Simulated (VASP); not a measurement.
# Ru5C in VASP: notebook

Runs on Ru5C. Level: LDA. Tasks: single point.

All numbers are computed with VASP 6.6.1; they aren't measurements. Logs are shortened: lines on timing, memory, paths and dates and some standing lists are left out, and cuts for length are marked.

## (1) The cell of the first run

The cell holds a slab with vacuum, 6 atoms: a = 2.674 Å, b = 2.674 Å, c = 25.400 Å, α = 90.00°, β = 90.00°, γ = 120.00°.

## (2) Single point, LDA, collinear spin

Input file INCAR:

```
PREC     = Accurate       # precision mode
ENCUT    = 520            # plane-wave cutoff, eV
EDIFF    = 1E-7           # SCF threshold, eV
ISMEAR   = 0              # smearing method
SIGMA    = 0.1            # smearing width, eV
LREAL    = False          # projectors in reciprocal space
LASPH    = True           # aspherical terms in the spheres
NELM     = 150            # most SCF steps
ALGO     = Normal         # electronic algorithm
ISIF     = 2              # what is computed and relaxed
LWAVE    = False          # write WAVECAR
LCHARG   = True           # write CHGCAR
ISPIN    = 2              # spin polarisation
MAGMOM   = 0 0 0 0 0 2    # initial moments
LORBIT   = 11             # projections on sites
LMAXMIX  = 4              # l up to which the mixer works
LDIPOL   = True         
IDIPOL   = 3            
DIPOL    = 0.5 0.5 0.373
LELF     = True           # ELF
LVHAR    = True         
LVACPOTAV= True         
NBANDS   = 50             # bands
```

Input file KPOINTS:

```
regular mesh
0
Gamma
  12 12 1
```

Input file POSCAR:

```
Ru5C
1.0
    2.6740588505      0.0000000000      0.0000000000
   -1.3370294253      2.3158028958      0.0000000000
    0.0000000000      0.0000000000     25.3999246690
Ru C
5 1
Direct
    0.6666666667      0.3333333333      0.1574807820
    0.3333333333      0.6666666667      0.2406849853
    0.6666666667      0.3333333333      0.3240221034
    0.3333333333      0.6666666667      0.4078536871
    0.6666666667      0.3333333333      0.4881874585
    0.6666666667      0.3333333333      0.6169279977
```

Potentials or basis: VASP PAW LDA potentials, release 64 (Ru_pv, C).

Run with:

```
$ cat potpaw_LDA.64/Ru_pv/POTCAR potpaw_LDA.64/C/POTCAR > POTCAR
$ mpirun -np 1 vasp_std > vasp.out
```

OUTCAR:

```text
PREC = Accurate
   ENCUT = 520
   EDIFF = 1E-7
   ISMEAR = 0
   LREAL = False
   LASPH = True
   NELM = 150
   ISIF = 2
   ISPIN = 2
   LORBIT = 11

 ion  position               nearest neighbor table
   1  0.667  0.333  0.157-   2 2.62   2 2.62   2 2.62
   2  0.333  0.667  0.241-   1 2.62   1 2.62   1 2.62   3 2.62   3 2.62   3 2.62
   3  0.667  0.333  0.324-   2 2.62   2 2.62   2 2.62   4 2.63   4 2.63   4 2.63
   4  0.333  0.667  0.408-   5 2.56   5 2.56   5 2.56   3 2.63   3 2.63   3 2.63
   5  0.667  0.333  0.488-   4 2.56   4 2.56   4 2.56
   6  0.667  0.333  0.617-

  LATTYP: Found a hexagonal cell.
 ALAT       =     2.6740588505
 C/A-ratio  =     9.4986408636

  Lattice vectors:

 A1 = (   2.6740588505,   0.0000000000,   0.0000000000)
 A2 = (  -1.3370294253,   2.3158028958,   0.0000000000)
 A3 = (   0.0000000000,   0.0000000000,  25.3999246690)

Analysis of symmetry for initial positions (statically):
=====================================================================
 Subroutine PRICEL returns:
 Original cell was already a primitive cell.

 Routine SETGRP: Setting up the symmetry group for a
 hexagonal supercell.

 Subroutine GETGRP returns: Found  6 space group operations
 (whereof  6 operations were pure point group operations)
 out of a pool of 24 trial point group operations.

The static configuration has the point symmetry C_3v.

Analysis of symmetry for dynamics (positions and initial velocities):
=====================================================================
 Subroutine PRICEL returns:
 Original cell was already a primitive cell.

 Routine SETGRP: Setting up the symmetry group for a
 hexagonal supercell.

 Subroutine GETGRP returns: Found  6 space group operations
 (whereof  6 operations were pure point group operations)
 out of a pool of 24 trial point group operations.

The dynamic configuration has the point symmetry C_3v.

Analysis of structural, dynamic, and magnetic symmetry:
=====================================================================
 Subroutine PRICEL returns:
 Original cell was already a primitive cell.

 Routine SETGRP: Setting up the symmetry group for a
 hexagonal supercell.

 Subroutine GETGRP returns: Found  6 space group operations
 (whereof  6 operations were pure point group operations)
 out of a pool of 24 trial point group operations.

The overall configuration has the point symmetry C_3v.

 Subroutine INISYM returns: Found  6 space group operations
 (whereof  6 operations are pure point group operations),
 and found     1 'primitive' translations

----------------------------------------------------------------------------------------

                                     Primitive cell

  volume of cell :     157.2914

  direct lattice vectors                    reciprocal lattice vectors
     2.674058850  0.000000000  0.000000000     0.373963348  0.215907840  0.000000000
    -1.337029425  2.315802896  0.000000000     0.000000000  0.431815679  0.000000000
     0.000000000  0.000000000 25.399924669     0.000000000  0.000000000  0.039370196

  length of vectors
     2.674058850  2.674058851 25.399924669     0.431815679  0.431815679  0.039370196

  position of ions in fractional coordinates (direct lattice)
     0.666666667  0.333333333  0.157480782
     0.333333333  0.666666667  0.240684985
     0.666666667  0.333333333  0.324022103
     0.333333333  0.666666667  0.407853687
     0.666666667  0.333333333  0.488187459
     0.666666667  0.333333333  0.616927998

  ion indices of the primitive-cell ions
   primitive index   ion index
                 1           1
                 2           2
                 3           3
                 4           4
                 5           5
                 6           6

----------------------------------------------------------------------------------------

 KPOINTS: regular mesh

Automatic generation of k-mesh.
 Grid dimensions read from file:
 generate k-points for:   12   12    1

 Generating k-lattice:

[... 37 lines left out ...]
   k-points           NKPTS =     19   k-points in BZ     NKDIM =     19   number of bands    NBANDS=     50
   number of dos      NEDOS =    301   number of ions     NIONS =      6
   total plane-waves  NPLWV =  76800
   dimension x,y,z NGX =    20 NGY =   20 NGZ =  192
   dimension x,y,z NGXF=    40 NGYF=   40 NGZF=  384
   ions per type =               5   1
   NGX,Y,Z   is equivalent  to a cutoff of  12.43, 12.43, 12.57 a.u.
   NGXF,Y,Z  is equivalent  to a cutoff of  24.87, 24.87, 25.13 a.u.
 SYSTEM =  unknown system
   PREC   = accura    normal or accurate (medium, high low for compatibility)
   ISTART =      0    job   : 0-new  1-cont  2-samecut
   ICHARG =      2    charge: 1-file 2-atom 10-const
   ISPIN  =      2    spin polarized calculation?
   LNONCOLLINEAR =      F non collinear calculations
   LSORBIT =      F    spin-orbit coupling
   LASPH  =      T    aspherical Exc in radial PAW
   ENCUT  =  520.0 eV  38.22 Ry    6.18 a.u.   4.97  4.97 47.23*2*pi/ulx,y,z
   NELM   =    150;   NELMIN=  2; NELMDL= -5     # of ELM steps
   EDIFF  = 0.1E-06   stopping-criterion for ELM
   LREAL  =      F    real-space projection
   EDIFFG = 0.1E-05   stopping-criterion for IOM
   NSW    =      0    number of steps for IOM
   IBRION =     -1    ionic relax: 0-MD 1-quasi-New 2-CG
   NFREE  =      0    steps in history (QN), initial steepest desc. (CG)
   ISIF   =      2    stress and relaxation
   ISYM   =      2    0-nonsym 1-usesym 2-fastsym
   POTIM  = 0.5000    time-step for ionic-motion
   TEBEG  =    0.0;   TEEND  =   0.0 temperature during run
   PSTRESS=    0.0 pullay stress
   NELECT =      74.0000    total number of electrons
   NUPDOWN=      -1.0000    fix difference up-down
   EMIN   =  10.00;   EMAX   =-10.00  energy-range for DOS
   EFERMI =   0.00;   METHOD = LEGACY
   ISMEAR =     0;   SIGMA  =   0.10  broadening in eV -4-tet -1-fermi 0-gaus
   EFERMI_NEDOS =   21; number of points for ismear=-14 and -15
   IALGO  =     38    algorithm
   IMIX   =      4    mixing-type and parameters
     AMIX     =   0.40;   BMIX     =  1.00
     AMIX_MAG =   1.60;   BMIX_MAG =  1.00
  volume/ion in A,a.u.               =      26.22       176.91
  Fermi-wavevector in a.u.,A,eV,Ry     =   1.273260  2.406112 22.057641  1.621191
  Thomas-Fermi vector in A             =   2.406093
   LORBIT       =     11    0 simple, 1 ext, 2 COOP (PROOUT), +10 PAW based schemes
   GGA     = CA    functional components
   LHFCALC =     F    Hartree Fock is set to
   AEXX    =    0.0000 exact exchange contribution
   IVDW    =     0    specifies the selected vdW correction
   LEPSILON=     F    determine dielectric tensor
   LRPA    =     F    only Hartree local field effects (RPA)
 spin polarized calculation
 Gauss-broadening in eV      SIGMA  =   0.10
  energy-cutoff  :      520.00
  volume of cell :      157.29
 maximum number of plane-waves:      4323
 NGX is ok and might be reduce to    20
   NGX =  9   NGY =  9   NGZ = 95

 dipolmoment           0.000000      0.000000     -0.005157 electrons x Angstroem

 number of electron      74.0000016 magnetization       0.1475761

 dipolmoment           0.000000      0.000000      0.024737 electrons x Angstroem

 Free energy of the ion-electron system (eV)
  ---------------------------------------------------
  ext. energy  EPLUGINS =         0.00000000
  ---------------------------------------------------
  free energy    TOTEN  =       -54.74377736 eV

  energy without entropy =      -54.70475293  energy(sigma->0) =      -54.72426515

 E-fermi :   2.8316     XC(G=0):  -7.8862

 val. band max:        2.8275851207   @ k =   0.3333   0.1667   0.0000
 cond. band min:       2.8361837061   @ k =   0.1667   0.0833   0.0000
 fundamental gap:      0.0085985855
 Fermi energy:         2.8316406881

 spin component 1

 k-point     1 :       0.0000    0.0000    0.0000
  band No.  band energies     occupation
      1     -40.7797      1.00000
      2     -40.4807      1.00000
      3     -40.0046      1.00000
      4     -39.8356      1.00000
      5     -39.8356      1.00000
      6     -39.7571      1.00000
[... 977 lines left out ...]
     48      11.0402      0.00000
     49      11.2829      0.00000
 Fermi energy:         2.8316406881

 spin component 2

 k-point     1 :       0.0000    0.0000    0.0000
  band No.  band energies     occupation
      1     -40.7786      1.00000
      2     -40.4790      1.00000
      3     -40.0026      1.00000
      4     -39.8339      1.00000
      5     -39.8339      1.00000
      6     -39.7561      1.00000
[... 977 lines left out ...]
     48      11.0419      0.00000
     49      11.2866      0.00000
 [bands above 49 left out]

------------------------ aborting loop because EDIFF is reached ----------------------------------------

  FORCE on cell =-STRESS in cart. coord.  units (eV):
  Direction    XX          YY          ZZ          XY          YZ          ZX
  --------------------------------------------------------------------------------------
  -------------------------------------------------------------------------------------
  Total       -7.1602612     -7.1602612     -4.4238078      0.0000000      0.0000000     -0.0000000
  in kB      -72.9347449    -72.9347449    -45.0611064      0.0000000      0.0000000     -0.0000000
  external PRESSURE =     -63.6435321 kB  Pullay stress =       0.0000000 kB

 VOLUME and BASIS-vectors are now :
 -----------------------------------------------------------------------------
  energy-cutoff  :      520.00
  volume of cell :      157.29
      direct lattice vectors                 reciprocal lattice vectors
     2.674058850  0.000000000  0.000000000     0.373963348  0.215907840  0.000000000
    -1.337029425  2.315802896  0.000000000     0.000000000  0.431815679  0.000000000
     0.000000000  0.000000000 25.399924669     0.000000000  0.000000000  0.039370196

 POSITION                                       TOTAL-FORCE (eV/Angst)
 -----------------------------------------------------------------------------------
      1.33703      0.77193      4.00000         0.000000     -0.000000      0.763207
     -0.00000      1.54387      6.11338        -0.000000      0.000000     -0.815634
      1.33703      0.77193      8.23014         0.000000      0.000000     -0.053516
     -0.00000      1.54387     10.35945        -0.000000      0.000000      0.261255
      1.33703      0.77193     12.39992         0.000000     -0.000000      0.672044
      1.33703      0.77193     15.66992        -0.000000      0.000000     -0.827357
 -----------------------------------------------------------------------------------
    total drift:                               -0.000000     -0.000000      0.000581

  FREE ENERGIE OF THE ION-ELECTRON SYSTEM (eV)
  ---------------------------------------------------
  free  energy   TOTEN  =       -54.7437773610 eV

  energy  without entropy=      -54.7047529321  energy(sigma->0) =      -54.72426515

 vacuum level on the upper side and lower side of the slab         9.050         8.326

 total charge

# of ion       s       p       d       tot
------------------------------------------
    1        0.403   6.229   5.956  12.588
    2        0.419   6.336   5.978  12.733
    3        0.420   6.336   5.991  12.747
    4        0.426   6.349   5.993  12.768
    5        0.402   6.238   5.984  12.625
    6        1.053   0.857   0.000   1.909
--------------------------------------------------
tot          3.123  32.345  29.902  65.370

 magnetization (x)

# of ion       s       p       d       tot
------------------------------------------
    1        0.000   0.000   0.002   0.002
    2       -0.000   0.000   0.002   0.001
    3        0.000   0.000   0.001   0.001
    4        0.000   0.000   0.002   0.002
    5       -0.000   0.000   0.008   0.008
    6        0.005   0.064   0.000   0.069
--------------------------------------------------
tot          0.005   0.065   0.014   0.084
```

Wall time 42 min (1 thread of Intel Xeon 8259CL, shared host); peak memory 0.33 GiB.

What came out:

```yaml
Free_energy: -54.7438 eV
Largest_force: 0.827 eV/Å
Net_moment: 0.15 μB per cell
Site_moments: Ru +0.00, +0.01 (each value once); C +0.07 μB
Valence_electrons_inside_the_program's_atomic_spheres: Ru 12.59, 12.73, 12.75, 12.77, 12.62; C 1.91
```

Forces in eV/Å, atoms in the order of the input:
```
Ru   0.000  0.000  0.763
Ru   0.000  0.000 -0.816
Ru   0.000  0.000 -0.054
Ru   0.000  0.000  0.261
Ru   0.000  0.000  0.672
C    0.000  0.000 -0.827
```

## (3) Single point, LDA, collinear spin

Input file INCAR:

```
ALGO     = Normal         # electronic algorithm
DIPOL    = 0.5 0.5 0.367
EDIFF    = 1E-7           # SCF threshold, eV
ENCUT    = 520            # plane-wave cutoff, eV
IDIPOL   = 3            
ISIF     = 2              # what is computed and relaxed
ISMEAR   = 0              # smearing method
ISPIN    = 2              # spin polarisation
LASPH    = True           # aspherical terms in the spheres
LCHARG   = False          # write CHGCAR
LDIPOL   = True         
LMAXMIX  = 4              # l up to which the mixer works
LORBIT   = 11             # projections on sites
LREAL    = False          # projectors in reciprocal space
LWAVE    = False          # write WAVECAR
MAGMOM   = 0 0 0 0 0 2    # initial moments
NBANDS   = 50             # bands
NELM     = 150            # most SCF steps
PREC     = Accurate       # precision mode
SIGMA    = 0.1            # smearing width, eV
```

Input file KPOINTS:

```
k-points
0
Gamma
  12 12 1
```

POSCAR, as its differences from that of step 2:

```diff
@@ -13,2 +13,2 @@
     0.6666666667      0.3333333333      0.4881874585
-    0.6666666667      0.3333333333      0.6169279977
+    0.6666666667      0.3333333333      0.5814948218
```

Potentials or basis: VASP PAW LDA potentials, release 64 (Ru_pv, C).

Run with:

```
$ cat potpaw_LDA.64/Ru_pv/POTCAR potpaw_LDA.64/C/POTCAR > POTCAR
$ mpirun -np 1 vasp_std > vasp.out
```

Wall time 9 min (1 thread of AMD EPYC 9R45 (Zen 5), shared host); peak memory 0.33 GiB.

It converged, with:

```yaml
Free_energy: -56.1275 eV
Largest_force: 2.532 eV/Å
Band_gap_on_the_k_mesh: zero (filled and empty bands overlap)
Net_moment: 0.00 μB per cell
Valence_electrons_inside_the_program's_atomic_spheres: Ru 12.59, 12.73, 12.74, 12.78, 12.65; C 1.95
```

Forces in eV/Å, atoms in the order of the input:
```
Ru   0.000  0.000  0.822
Ru   0.000  0.000 -0.897
Ru   0.000  0.000  0.106
Ru   0.000  0.000 -0.292
Ru   0.000  0.000  2.532
C    0.000  0.000 -2.270
```

Levels at points of the mesh, in eV from the Fermi level:
Spin up:
```
           k point  band 35  band 36  band 37  band 38  band 39  band 40
(0.00, 0.00, 0.00)    -1.77    -1.04    -1.04    -0.33    -0.21    -0.21
(0.50, 0.00, 0.00)     0.58     1.06     1.54     1.55     1.70     1.83
```
Spin down:
```
           k point  band 33  band 34  band 35  band 36  band 37  band 38  band 39  band 40  band 41  band 42
(0.00, 0.00, 0.00)    -2.03    -2.03    -1.77    -1.04    -1.04    -0.33    -0.21    -0.21     0.64     0.64
(0.50, 0.00, 0.00)    -0.68     0.35     0.58     1.06     1.54     1.55     1.70     1.83     1.85     2.11
```
